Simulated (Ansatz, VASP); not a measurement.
**Two plane-wave programs on Be3Se2O**

The input INCAR:

```
SYSTEM = Be3Se2O
PREC = Accurate ; ENCUT = 520
EDIFF = 1E-6 ; ISMEAR = 0
SIGMA = 0.1 ; LREAL = .False.
LASPH = .True. ; NELM = 150
ALGO = Normal ; ISIF = 2
LWAVE = .False. ; LCHARG = .False.
ISPIN = 2 ; MAGMOM = 0 0 0 0 0 1
LORBIT = 11 ; GGA = PE
NBANDS = 25
```

Contents of KPOINTS:

```
regular mesh
0
Gamma
  6 6 6
  0 0 0
```

Contents of POSCAR:

```
Be3Se2O
1.0
    5.5282805600      0.0000000000      0.0000000000
   -2.7641402800      4.7876314000      0.0000000000
    0.0000000000      0.0000000000      3.2074497400
Be Se O
3 2 1
Direct
    0.0000000000      0.5000000000      0.0000000000
    0.5000000000      0.0000000000      0.0000000000
    0.5000000000      0.5000000000      0.0000000000
    0.3333333300      0.6666666700      0.5000000000
    0.6666666700      0.3333333300      0.5000000000
    0.0000000000      0.0000000000      0.5000000000
```

Input for Ansatz:

```yaml
crystal:
  lattice:
    - [5.52828056, 0.0, 0.0]
    - [-2.76414028, 4.7876314, 0.0]
    - [0.0, 0.0, 3.20744974]
  atoms:
    - { symbol: Be, position: [0.0, 0.5, 0.0] }
    - { symbol: Be, position: [0.5, 0.0, 0.0] }
    - { symbol: Be, position: [0.5, 0.5, 0.0] }
    - { symbol: Se, position: [0.33333333, 0.66666667, 0.5] }
    - { symbol: Se, position: [0.66666667, 0.33333333, 0.5] }
    - { symbol: O, position: [0.0, 0.0, 0.5], spin: 1.0 }
basis:
  ecutwfc: 420
kpoints:
  mp_grid: { grid: [6, 6, 6] }
hamiltonian:
  xc: pbe
scf:
  occupations: { method: gaussian, width: 0.1 }
  lower_state_search: "off"
output:
  forces: true
  stress: true
  eigenvalues: true
  populations: true
magnetization:
  spin_polarized: true
```

Change from the starting cell: species swapped into the TmB2Ir3 type (P6/mmm, No. 191).

Alike in both runs: task single point; functional PBE; k mesh 6 × 6 × 6; occupations gaussian, width 0.1 eV; collinear spin.

```csv
,VASP,Ansatz
version,VASP 6.6.1,Ansatz 0.2.0
potentials or method,"VASP PAW PBE potentials, release 64 (Be, Se, O), cutoff 520 eV","scalar-relativistic, plane waves, PAW"
valence electrons in the cell,24,44
```

|  | VASP | Ansatz | Ansatz less VASP |
| --- | --- | --- | --- |
| gap on the k mesh at the Fermi level (eV) | none | none | - |
| pressure (GPa) | 5.3 | 6.1 | +0.89 |
| traceless stress, the component that is largest in VASP (GPa) | -4.06 | -4.67 | -0.604 |
| net moment per atom (μB) | 0.00 | 0.17 | +0.166 |
| size of the moment on the site where the two differ most (μB) | 0.00 | 0.96 | +0.960 |

The net moments are unlike, so the other rows may belong to different states. Site moments also hang on the region over which each program counts them. A gap of «none» marks a metal or a gap that the smearing closes. VASP's potentials hold 24 valence electrons a cell and Ansatz's 44, so a difference there can come from the potentials and not from the codes.
